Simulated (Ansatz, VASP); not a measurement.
# MgO in VASP and in Ansatz

```
Mg O
1.0
     2.59685    0.00000    0.00000
     0.00000    2.59685    0.00000
     0.00000    0.00000    2.59685
Mg O
1 1
Cartesian
  0.0000 0.0000 0.0000
  1.2984 1.2984 1.2984
```

Alike in both runs: task single point; functional r2SCAN; k mesh 8 × 8 × 8; no spin polarisation.

```csv
,VASP,Ansatz
version,VASP 6.6.1,Ansatz 0.2.0
potentials or method,"VASP PAW PBE potentials, release 64 (Mg, O)","plane waves, PAW"
plane-wave cutoff (eV),520,500
occupations,"gaussian, width 0.01 eV",fixed
valence electrons in the cell,8,16
```

|  | VASP | Ansatz | Ansatz less VASP |
| --- | --- | --- | --- |
| gap on the k mesh at the Fermi level (eV) | 3.75 | 3.79 | +0.040 |
| pressure (GPa) | 3.9 | 5.1 | +1.26 |

VASP's potentials were made for PBE, not for r2SCAN. VASP's potentials hold 8 valence electrons a cell and Ansatz's 16, so a difference there can come from the potentials and not from the codes.
